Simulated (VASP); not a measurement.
# BN (Amm2) in VASP: further runs

The runs below take BN through single point, with LDA.

Everything below comes from runs of VASP 6.6.1. Logs are shortened: lines on timing, memory, paths and dates and some standing lists are left out, and cuts for length are marked.

## (1) The cell of the first run

The structure is orthorhombic, space group Amm2 (No. 38). The conventional cell has a = 6.661 Å, b = 2.504 Å, c = 4.337 Å, α = 90.00°, β = 90.00°, γ = 90.00°. B (site symmetry mm2) has 1 N at 0.95 Å within 1.3 Å. B (site symmetry mm2) has 2 N at 1.27 Å within 1.7 Å. N (site symmetry mm2) has 2 B at 1.27 Å within 1.7 Å. Within 1.3 Å of N (site symmetry mm2) lie 1 B at 0.95 Å.

## (2) Single point, LDA

The input, INCAR:

```
SYSTEM = BN
  PREC = Accurate
  ENCUT = 520
  EDIFF = 1E-6
  ISMEAR = 0
  SIGMA = 0.05
  LREAL = .FALSE.
  LASPH = .TRUE.
  NELM = 80
  ALGO = Normal
  ISIF = 2
  LWAVE = .FALSE.
  LCHARG = .FALSE.
  NBANDS = 16
```

The input, KPOINTS:

```
regular mesh
0
G
  12 12 4
  0 0 0
```

The input, POSCAR:

```
BN
1.0
    2.5039917043      0.0000000000      0.0000000000
   -1.2519958522      2.1685204268      0.0000000000
    0.0000000000      0.0000000000      6.6612000000
B N
2 2
Direct
    0.3333333333      0.6666666667      0.2500000000
    0.6666666667      0.3333333333      0.7500000000
    0.5639052910      0.7819526455      0.7500000000
    0.8972386243      0.4486193122      0.2500000000
```

Potentials or basis: VASP PAW LDA potentials, release 64 (B, N).

The run is started by

```sh
cat potpaw_LDA.64/B/POTCAR potpaw_LDA.64/N/POTCAR > POTCAR
mpirun -np 1 vasp_std > vasp.out
```

OUTCAR:

```text
SYSTEM = BN
   PREC = Accurate
   ENCUT = 520
   EDIFF = 1E-6
   ISMEAR = 0
   LREAL = .FALSE.
   LASPH = .TRUE.
   NELM = 80
   ISIF = 2

 ion  position               nearest neighbor table
   1  0.333  0.667  0.250-   4 0.95   4 1.75   4 1.75
   2  0.667  0.333  0.750-   3 1.27   3 1.27   3 1.95
   3  0.564  0.782  0.750-   2 1.27   2 1.27   2 1.95
   4  0.897  0.449  0.250-   1 0.95   1 1.75   1 1.75

 -----------------------------------------------------------------------------
|                                                                             |
|           W    W    AA    RRRRR   N    N  II  N    N   GGGG   !!!           |
|           W    W   A  A   R    R  NN   N  II  NN   N  G    G  !!!           |
|           W    W  A    A  R    R  N N  N  II  N N  N  G       !!!           |
|           W WW W  AAAAAA  RRRRR   N  N N  II  N  N N  G  GGG   !            |
|           WW  WW  A    A  R   R   N   NN  II  N   NN  G    G                |
|           W    W  A    A  R    R  N    N  II  N    N   GGGG   !!!           |
|                                                                             |
|     The distance between some ions is very small. Please check the          |
|     nearest-neighbor list in the OUTCAR file.                               |
|     I HOPE YOU KNOW WHAT YOU ARE DOING!                                     |
|                                                                             |
 -----------------------------------------------------------------------------

  LATTYP: Found a hexagonal cell.
 ALAT       =     2.5039917043
 C/A-ratio  =     2.6602324555

  Lattice vectors:

 A1 = (   2.5039917043,   0.0000000000,   0.0000000000)
 A2 = (  -1.2519958522,   2.1685204268,   0.0000000000)
 A3 = (   0.0000000000,   0.0000000000,   6.6612000000)

Analysis of symmetry for initial positions (statically):
=====================================================================
 Subroutine PRICEL returns:
 Original cell was already a primitive cell.

 Routine SETGRP: Setting up the symmetry group for a
 hexagonal supercell.

 Subroutine GETGRP returns: Found  4 space group operations
 (whereof  2 operations were pure point group operations)
 out of a pool of 24 trial point group operations.

The static configuration has the point symmetry C_1h.
 The point group associated with its full space group is C_2v.

Analysis of symmetry for dynamics (positions and initial velocities):
=====================================================================
 Subroutine PRICEL returns:
 Original cell was already a primitive cell.

 Routine SETGRP: Setting up the symmetry group for a
 hexagonal supercell.

 Subroutine GETGRP returns: Found  4 space group operations
 (whereof  2 operations were pure point group operations)
 out of a pool of 24 trial point group operations.

[... 111 lines left out ...]
   ISIF   =      2    stress and relaxation
   ISYM   =      2    0-nonsym 1-usesym 2-fastsym
   POTIM  = 0.5000    time-step for ionic-motion
   TEBEG  =    0.0;   TEEND  =   0.0 temperature during run
   PSTRESS=    0.0 pullay stress
   NELECT =      16.0000    total number of electrons
   NUPDOWN=      -1.0000    fix difference up-down
   EMIN   =  10.00;   EMAX   =-10.00  energy-range for DOS
   EFERMI =   0.00;   METHOD = LEGACY
   ISMEAR =     0;   SIGMA  =   0.05  broadening in eV -4-tet -1-fermi 0-gaus
   EFERMI_NEDOS =   21; number of points for ismear=-14 and -15
   IALGO  =     38    algorithm
   IMIX   =      4    mixing-type and parameters
     AMIX     =   0.40;   BMIX     =  1.00
     AMIX_MAG =   1.60;   BMIX_MAG =  1.00
  volume/ion in A,a.u.               =       9.04        61.02
  Fermi-wavevector in a.u.,A,eV,Ry     =   1.247379  2.357205 21.170055  1.555955
  Thomas-Fermi vector in A             =   2.381514
   LORBIT       =      0    0 simple, 1 ext, 2 COOP (PROOUT), +10 PAW based schemes
   GGA     = CA    functional components
   LHFCALC =     F    Hartree Fock is set to
   AEXX    =    0.0000 exact exchange contribution
   IVDW    =     0    specifies the selected vdW correction
   LEPSILON=     F    determine dielectric tensor
   LRPA    =     F    only Hartree local field effects (RPA)
 non-spin polarized calculation
 Gauss-broadening in eV      SIGMA  =   0.05
  energy-cutoff  :      520.00
  volume of cell :       36.17
 maximum number of plane-waves:       992
   NGX =  9   NGY =  9   NGZ = 25

 number of electron      16.0000001 magnetization

 Free energy of the ion-electron system (eV)
  ---------------------------------------------------
  ext. energy  EPLUGINS =         0.00000000
  ---------------------------------------------------
  free energy    TOTEN  =       -25.28100252 eV

  energy without entropy =      -25.28100252  energy(sigma->0) =      -25.28100252

 E-fermi :   3.8568     XC(G=0): -10.3528

 val. band max:        3.5787944400   @ k =   0.0000   0.0000   0.5000
 cond. band min:       5.1902726090   @ k =   0.0000   0.5000   0.2500
 fundamental gap:      1.6114781690
 Fermi energy:         3.8568225787

 k-point     1 :       0.0000    0.0000    0.0000
  band No.  band energies     occupation
      1     -15.6601      2.00000
      2     -15.0140      2.00000
      3      -4.8066      2.00000
      4      -4.4181      2.00000
      5      -2.8572      2.00000
      6      -2.7553      2.00000
[... 433 lines left out ...]
      3      -6.8179      2.00000
      4      -5.2715      2.00000
      5      -1.7383      2.00000
      6      -1.3426      2.00000
[... 8 lines left out ...]
     15      16.8323      0.00000
     16      19.1571      0.00000

 [... further k-points ...]
[... 5 lines left out ...]
  --------------------------------------------------------------------------------------
  -------------------------------------------------------------------------------------
  Total       49.8237329     22.9958687     -0.2634782     23.2336119      0.0000000      0.0000000
  in kB     2206.9778199   1018.6184227    -11.6709552   1029.1494269      0.0000000      0.0000000
  external PRESSURE =    1071.3084291 kB  Pullay stress =       0.0000000 kB

 VOLUME and BASIS-vectors are now :
 -----------------------------------------------------------------------------
  energy-cutoff  :      520.00
  volume of cell :       36.17
      direct lattice vectors                 reciprocal lattice vectors
     2.503991704  0.000000000  0.000000000     0.399362345  0.230571958  0.000000000
    -1.251995852  2.168520427  0.000000000     0.000000000  0.461143915  0.000000000
     0.000000000  0.000000000  6.661200000     0.000000000  0.000000000  0.150123101

 POSITION                                       TOTAL-FORCE (eV/Angst)
 -----------------------------------------------------------------------------------
     -0.00000      1.44568      1.66530        61.104883     35.278920      0.000000
      1.25200      0.72284      4.99590         3.779144      2.181890      0.000000
      0.43301      1.69568      4.99590        -3.768518     -2.175755      0.000000
      1.68501      0.97284      1.66530       -61.115509    -35.285056      0.000000
 -----------------------------------------------------------------------------------
    total drift:                                0.000468      0.000267     -0.000000

  FREE ENERGIE OF THE ION-ELECTRON SYSTEM (eV)
  ---------------------------------------------------
  free  energy   TOTEN  =       -25.2810025223 eV

  energy  without entropy=      -25.2810025223  energy(sigma->0) =      -25.28100252
```

OSZICAR:

```text
N       E                     dE             d eps       ncg     rms          rms(c)
DAV:   1     0.584322188915E+02    0.58432E+02   -0.82583E+03  4152   0.926E+02
DAV:   2    -0.315208681380E+02   -0.89953E+02   -0.83068E+02  5720   0.222E+02
DAV:   3    -0.347134952542E+02   -0.31926E+01   -0.31838E+01  4800   0.420E+01
DAV:   4    -0.347282728179E+02   -0.14778E-01   -0.14777E-01  5352   0.338E+00
DAV:   5    -0.347283837999E+02   -0.11098E-03   -0.11098E-03  4864   0.263E-01    0.171E+01
DAV:   6    -0.263247645331E+02    0.84036E+01   -0.12095E+01  4928   0.284E+01    0.674E+00
DAV:   7    -0.254354345928E+02    0.88933E+00   -0.14866E+00  5608   0.947E+00    0.349E+00
DAV:   8    -0.252839025498E+02    0.15153E+00   -0.30226E-01  5280   0.449E+00    0.746E-01
DAV:   9    -0.252814260776E+02    0.24765E-02   -0.26830E-02  4912   0.128E+00    0.277E-01
DAV:  10    -0.252810568162E+02    0.36926E-03   -0.12085E-03  5456   0.277E-01    0.131E-01
DAV:  11    -0.252810146974E+02    0.42119E-04   -0.19418E-04  5528   0.137E-01    0.396E-02
DAV:  12    -0.252810053813E+02    0.93161E-05   -0.37816E-05  5496   0.526E-02    0.932E-03
DAV:  13    -0.252810031118E+02    0.22694E-05   -0.33166E-06  5536   0.171E-02    0.475E-03
DAV:  14    -0.252810025223E+02    0.58952E-06   -0.80875E-07  4616   0.874E-03
   1 F= -.25281003E+02 E0= -.25281003E+02  d E =-.703515E-17
```

It took 45 s on 1 thread of Intel Xeon 6975P-C, shared host; peak memory 0.18 GiB.

Results:

```
Free energy            : -25.2810 eV
Pressure               : 107.1 GPa
Largest force          : 70.570 eV/Å
Band gap on the k mesh : 1.61 eV, indirect (least direct gap 3.28 eV)
```

Forces in eV/Å, atoms in the order of the input:
```
B    61.105  35.279   0.000
B     3.779   2.182   0.000
N    -3.769  -2.176   0.000
N   -61.116 -35.285   0.000
```

Levels at points of the mesh, in eV from the valence-band top:
```tsv
k point	band 6	band 7	band 8	band 9	band 10	band 11
(0.00, 0.00, 0.00)	-6.33	-0.95	0.00	3.28	7.78	8.02
(0.50, 0.00, 0.00)	-4.75	-4.46	-3.73	3.50	7.12	7.65
(0.00, 0.50, 0.00)	-4.69	-2.83	-2.36	1.62	3.78	4.22
(0.00, 0.00, 0.50)	-6.26	-0.95	0.00	5.10	5.48	8.02
(0.50, 0.00, 0.50)	-4.76	-4.38	-3.72	3.18	6.30	8.24
(0.00, 0.50, 0.50)	-4.61	-2.82	-2.41	1.61	3.79	4.30
```

Caveat: the cell differs from its parent crystal (all N atoms moved -0.500 Å, as atom 3 towards its neighbour atom 2 (B) at 1.446 Å); forces of over 1 eV/Å act on the atoms, so gaps and moduli don't describe the material at rest. A k mesh can miss the band edges.

## (3) Single point, LDA

The input, INCAR:

```
SYSTEM = BN
PREC = Accurate
ENCUT = 520
EDIFF = 1E-7
ISMEAR = 0
SIGMA = 0.05
LREAL = .FALSE.
LASPH = .TRUE.
NELM = 100
ALGO = Normal
ISIF = 2
LWAVE = .FALSE.
LCHARG = .FALSE.
GGA = CA
NBANDS = 16
```

The input, KPOINTS:

```
Automatic mesh
0
G
  12 12 4
  0 0 0
```

POSCAR, as its differences from that of step 2:

```diff
@@ -10,3 +10,3 @@
     0.6666666667      0.3333333333      0.7500000000
-    0.5639052910      0.7819526455      0.7500000000
-    0.8972386243      0.4486193122      0.2500000000
+    0.1604043651      0.5802021825      0.7500000000
+    0.4937376984      0.2468688492      0.2500000000
```

Potentials or basis: VASP PAW LDA potentials, release 64 (B, N).

The run is started by

```sh
cat potpaw_LDA.64/B/POTCAR potpaw_LDA.64/N/POTCAR > POTCAR
mpirun -np 1 vasp_std > vasp.out
```

It took 47 s on 1 thread of Intel Xeon 6975P-C, shared host; peak memory 0.17 GiB.

The run converged. Its results:

```yaml
Free_energy: -32.1798 eV
Pressure: 53.1 GPa
Largest_force: 33.778 eV/Å
Band_gap_on_the_k_mesh: 1.64 eV, indirect (least direct gap 3.02 eV)
```

Forces in eV/Å, atoms in the order of the input:
```
B    -5.165  -2.982   0.000
B   -29.241 -16.882   0.000
N    29.252  16.889   0.000
N     5.153   2.975   0.000
```

Stress tensor (GPa, compression positive):
```
104.41  41.96   0.00
 41.96  55.96   0.00
  0.00   0.00  -1.03
```

Levels at points of the mesh, in eV from the valence-band top:
| k point | band 4 | band 5 | band 6 | band 7 | band 8 | band 9 | band 10 | band 11 | band 12 | band 13 |
| --- | --- | --- | --- | --- | --- | --- | --- | --- | --- | --- |
| (0.00, 0.00, 0.00) | -7.24 | -6.39 | -6.35 | -0.38 | 0.00 | 3.02 | 6.57 | 6.60 | 8.10 | 9.41 |
| (0.50, 0.00, 0.00) | -10.09 | -8.65 | -4.76 | -4.32 | -2.96 | 2.34 | 6.07 | 7.53 | 8.56 | 9.73 |
| (0.00, 0.50, 0.00) | -10.20 | -5.69 | -4.20 | -3.88 | -2.44 | 1.64 | 4.95 | 5.13 | 5.19 | 10.23 |
| (0.00, 0.00, 0.50) | -7.50 | -7.24 | -6.34 | -0.38 | 0.00 | 4.96 | 5.34 | 6.57 | 6.95 | 9.96 |
| (0.50, 0.00, 0.50) | -10.11 | -8.65 | -4.76 | -4.22 | -2.95 | 2.09 | 5.54 | 7.94 | 8.70 | 10.47 |
| (0.00, 0.50, 0.50) | -10.20 | -5.69 | -4.12 | -3.82 | -2.55 | 1.64 | 4.58 | 5.10 | 5.18 | 11.06 |

Caveat: the cell differs from its parent crystal (all N atoms moved +0.375 Å, as atom 3 towards its neighbour atom 2 (B) at 1.446 Å); forces of over 1 eV/Å act on the atoms, so gaps and moduli don't describe the material at rest.

## (4) Single point, LDA

The input, INCAR:

```
PREC = Accurate
ENCUT = 520
EDIFF = 1E-6
ISMEAR = 0
SIGMA = 0.05
LREAL = False
LASPH = True
NELM = 80
ALGO = Normal
ISIF = 2
LWAVE = False
LCHARG = False
NBANDS = 16
```

The input, KPOINTS:

```
regular mesh
0
Gamma
  12 12 4
```

POSCAR, as its differences from that of step 3:

```diff
@@ -10,3 +10,3 @@
     0.6666666667      0.3333333333      0.7500000000
-    0.1604043651      0.5802021825      0.7500000000
-    0.4937376984      0.2468688492      0.2500000000
+    0.4486193122      0.7243096561      0.7500000000
+    0.7819526455      0.3909763227      0.2500000000
```

Potentials or basis: VASP PAW LDA potentials, release 64 (B, N).

The run is started by

```sh
cat potpaw_LDA.64/B/POTCAR potpaw_LDA.64/N/POTCAR > POTCAR
mpirun -np 1 vasp_std > vasp.out
```

OUTCAR:

```text
PREC = Accurate
   ENCUT = 520
   EDIFF = 1E-6
   ISMEAR = 0
   LREAL = False
   LASPH = True
   NELM = 80
   ISIF = 2

 ion  position               nearest neighbor table
   1  0.333  0.667  0.250-   4 1.20   4 1.59   4 1.59
   2  0.667  0.333  0.750-   3 1.34   3 1.34   3 1.70
   3  0.449  0.724  0.750-   2 1.34   2 1.34   2 1.70
   4  0.782  0.391  0.250-   1 1.20   1 1.59   1 1.59

  LATTYP: Found a hexagonal cell.
 ALAT       =     2.5039917043
 C/A-ratio  =     2.6602324555

  Lattice vectors:

[... 644 lines left out ...]
     15      16.9139      0.00000
     16      20.3264      0.00000

 [... further k-points ...]
[... 5 lines left out ...]
  --------------------------------------------------------------------------------------
  -------------------------------------------------------------------------------------
  Total        8.5279554      5.1979091     -0.2094102      2.8839047      0.0000000      0.0000000
  in kB      377.7518734    230.2450935     -9.2759743    127.7446187      0.0000000      0.0000000
  external PRESSURE =     199.5736642 kB  Pullay stress =       0.0000000 kB

 VOLUME and BASIS-vectors are now :
 -----------------------------------------------------------------------------
  energy-cutoff  :      520.00
  volume of cell :       36.17
      direct lattice vectors                 reciprocal lattice vectors
     2.503991704  0.000000000  0.000000000     0.399362345  0.230571958  0.000000000
    -1.251995852  2.168520427  0.000000000     0.000000000  0.461143915  0.000000000
     0.000000000  0.000000000  6.661200000     0.000000000  0.000000000  0.150123101

 POSITION                                       TOTAL-FORCE (eV/Angst)
 -----------------------------------------------------------------------------------
     -0.00000      1.44568      1.66530        13.747923      7.937367      0.000000
      1.25200      0.72284      4.99590         5.343810      3.085250      0.000000
      0.21651      1.57068      4.99590        -5.335784     -3.080616      0.000000
      1.46850      0.84784      1.66530       -13.755949     -7.942001      0.000000
 -----------------------------------------------------------------------------------
    total drift:                               -0.000052     -0.000033     -0.000000

  FREE ENERGIE OF THE ION-ELECTRON SYSTEM (eV)
  ---------------------------------------------------
  free  energy   TOTEN  =       -35.9335431227 eV

  energy  without entropy=      -35.9335431227  energy(sigma->0) =      -35.93354312
```

OSZICAR:

```text
N       E                     dE             d eps       ncg     rms          rms(c)
DAV:   1     0.470570504926E+02    0.47057E+02   -0.80888E+03  4128   0.926E+02
DAV:   2    -0.379385540926E+02   -0.84996E+02   -0.78250E+02  5584   0.213E+02
DAV:   3    -0.409807214948E+02   -0.30422E+01   -0.30319E+01  5368   0.405E+01
DAV:   4    -0.409965640524E+02   -0.15843E-01   -0.15841E-01  5272   0.334E+00
DAV:   5    -0.409967045566E+02   -0.14050E-03   -0.14050E-03  5352   0.289E-01    0.126E+01
DAV:   6    -0.365174366715E+02    0.44793E+01   -0.71138E+00  5128   0.208E+01    0.539E+00
DAV:   7    -0.360653148182E+02    0.45212E+00   -0.64639E-01  5632   0.596E+00    0.320E+00
DAV:   8    -0.359362529770E+02    0.12906E+00   -0.26688E-01  5320   0.385E+00    0.440E-01
DAV:   9    -0.359336897374E+02    0.25632E-02   -0.20707E-02  4648   0.114E+00    0.245E-01
DAV:  10    -0.359335205888E+02    0.16915E-03   -0.96844E-04  5648   0.246E-01    0.778E-02
DAV:  11    -0.359335452839E+02   -0.24695E-04   -0.14578E-04  5184   0.941E-02    0.419E-02
DAV:  12    -0.359335430757E+02    0.22081E-05   -0.21387E-05  5568   0.369E-02    0.560E-03
DAV:  13    -0.359335431227E+02   -0.46954E-07   -0.11779E-06  3696   0.875E-03
   1 F= -.35933543E+02 E0= -.35933543E+02  d E =-.108779E-11
```

Run time: 43 s. Hardware: 1 thread of Intel Xeon 6975P-C, shared host; peak memory 0.18 GiB.

What came out:

```
Free energy            : -35.9335 eV
Pressure               : 20.0 GPa
Largest force          : 15.884 eV/Å
Band gap on the k mesh : 2.17 eV, indirect (least direct gap 3.55 eV)
```

Forces on the atoms (eV/Å):
```
B    13.748   7.937   0.000
B     5.344   3.085   0.000
N    -5.336  -3.081   0.000
N   -13.756  -7.942   0.000
```

Levels at points of the mesh, in eV from the valence-band top:
| k point | band 5 | band 6 | band 7 | band 8 | band 9 | band 10 | band 11 | band 12 |
| --- | --- | --- | --- | --- | --- | --- | --- | --- |
| (0.00, 0.00, 0.00) | -5.51 | -5.15 | -0.17 | -0.01 | 3.55 | 7.09 | 7.15 | 8.66 |
| (0.50, 0.00, 0.00) | -7.24 | -4.40 | -3.41 | -1.86 | 2.34 | 5.62 | 8.05 | 9.00 |
| (0.00, 0.50, 0.00) | -5.56 | -4.22 | -3.21 | -1.85 | 2.40 | 4.92 | 6.72 | 6.98 |
| (0.00, 0.00, 0.50) | -5.51 | -5.13 | -0.17 | 0.00 | 5.67 | 5.90 | 7.15 | 7.35 |
| (0.50, 0.00, 0.50) | -7.24 | -4.40 | -3.27 | -1.90 | 2.17 | 5.17 | 8.39 | 9.08 |
| (0.00, 0.50, 0.50) | -5.56 | -4.23 | -2.98 | -2.03 | 2.45 | 4.38 | 6.90 | 6.99 |

Caveat: the cell differs from its parent crystal (all N atoms moved -0.250 Å, as atom 3 towards its neighbour atom 2 (B) at 1.446 Å); forces of over 1 eV/Å act on the atoms, so gaps and moduli don't describe the material at rest. A k mesh can miss the band edges.

(Part 1 of 2 ends here.)
